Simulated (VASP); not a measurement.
A run of VASP 6.6.1 is set up as follows.

POSCAR

```
Si
1.0
    0.0000000000      2.7220959923      2.7220959923
    2.7220959923      0.0000000000      2.7220959923
    2.7220959923      2.7220959923      0.0000000000
Si
2
Direct
    0.7500000000      0.7500000000      0.7500000000
    0.5000000000      0.5000000000      0.5000000000
```

The input INCAR.step1:

```
PREC = Accurate
ENCUT = 520
ISMEAR = 0
SIGMA = 0.02
LREAL = False
LASPH = True
NELM = 100
NBANDS = 11
GGA = PE
ALGO = Normal
EDIFF = 1E-4
LWAVE = True
LCHARG = False
```

INCAR.step2

```
PREC = Accurate
ENCUT = 520
EDIFF = 1E-6
ISMEAR = 0
SIGMA = 0.02
LREAL = False
LASPH = True
NELM = 100
ALGO = Normal
ISIF = 2
LWAVE = False
LCHARG = True
METAGGA = R2SCAN
LMIXTAU = True
LELF = True
LVHAR = True
NBANDS = 11
ISTART = 1
```

File KPOINTS:

```
regular mesh
0
Gamma
  10 10 10
```

Potentials or basis: VASP PAW PBE potentials, release 64 (Si).

The run is started by

```console
$ cat potpaw_PBE.64/Si/POTCAR > POTCAR
$ cp INCAR.step1 INCAR
$ mpirun -np 1 vasp_std > vasp.out
$ cp INCAR.step2 INCAR
$ mpirun -np 1 vasp_std > vasp.out
```

Predict the band gap on the k mesh.

0.79 eV, indirect (least direct gap 2.75 eV).

What does it give for the pressure?

-0.2 GPa.

Caveat: the PAW data sets were made with another functional, which shifts forces and pressure a little. r2SCAN opens gaps a little over a GGA but as a rule still falls short of measured ones.
